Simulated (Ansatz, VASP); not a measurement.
**One calculation of BeS, two programs**

Contents of POSCAR:

```
BeS
1.0
    0.0000000000      2.4584098377      2.4584098377
    2.4584098377      0.0000000000      2.4584098377
    2.4584098377      2.4584098377      0.0000000000
Be S
1 1
Direct
    0.0000000000      0.0000000000      0.0000000000
    0.2500000000      0.2500000000      0.2500000000
```

Contents of INCAR.step1:

```
PREC     = Accurate       # precision mode
ENCUT    = 520            # plane-wave cutoff, eV
ISMEAR   = 0              # smearing method
SIGMA    = 0.01           # smearing width, eV
LREAL    = F              # projectors in reciprocal space
LASPH    = T              # aspherical terms in the spheres
NELM     = 60             # most SCF steps
NBANDS   = 11             # bands
GGA      = PE             # functional
ALGO     = Normal         # electronic algorithm
EDIFF    = 1E-4           # SCF threshold, eV
LWAVE    = T              # write WAVECAR
LCHARG   = F              # write CHGCAR
```

INCAR.step2

```
PREC     = Accurate       # precision mode
ENCUT    = 520            # plane-wave cutoff, eV
EDIFF    = 1E-7           # SCF threshold, eV
ISMEAR   = 0              # smearing method
SIGMA    = 0.01           # smearing width, eV
LREAL    = F              # projectors in reciprocal space
LASPH    = T              # aspherical terms in the spheres
NELM     = 60             # most SCF steps
ALGO     = Normal         # electronic algorithm
ISIF     = 2              # what is computed and relaxed
LWAVE    = F              # write WAVECAR
LCHARG   = F              # write CHGCAR
METAGGA  = R2SCAN         # meta-GGA
LMIXTAU  = T            
NBANDS   = 11             # bands
ISTART   = 1
```

The input KPOINTS:

```
Automatic mesh
0
Gamma
  8 8 8
```

Input for Ansatz:

```yaml
crystal:
  lattice:
    - [0.0, 2.4584098377, 2.4584098377]
    - [2.4584098377, 0.0, 2.4584098377]
    - [2.4584098377, 2.4584098377, 0.0]
  atoms:
    - { symbol: Be, position: [0.0, 0.0, 0.0] }
    - { symbol: S, position: [0.25, 0.25, 0.25] }
kpoints:
  mp_grid: { grid: [8, 8, 8] }
hamiltonian:
  xc: r2scan
scf:
  occupations: { method: fixed }
  n_extra_bands: 4
output:
  forces: true
  stress: true
  eigenvalues: true
```

Alike in both runs: task single point; functional r2SCAN; k mesh 8 × 8 × 8; no spin polarisation.

|  | VASP | Ansatz |
| --- | --- | --- |
| version | VASP 6.6.1 | Ansatz 0.2.0 |
| potentials or method | VASP PAW PBE potentials, release 64 (Be, S) | plane waves, PAW |
| plane-wave cutoff (eV) | 520 | 500 |
| occupations | gaussian, width 0.01 eV | fixed |
| valence electrons in the cell | 8 | 8 |

```tsv
	VASP	Ansatz	Ansatz less VASP
gap on the k mesh at the Fermi level (eV)	3.66	3.65	-0.009
pressure (GPa)	-2.5	-2.7	-0.24
```

VASP's potentials were made for PBE, not for r2SCAN.
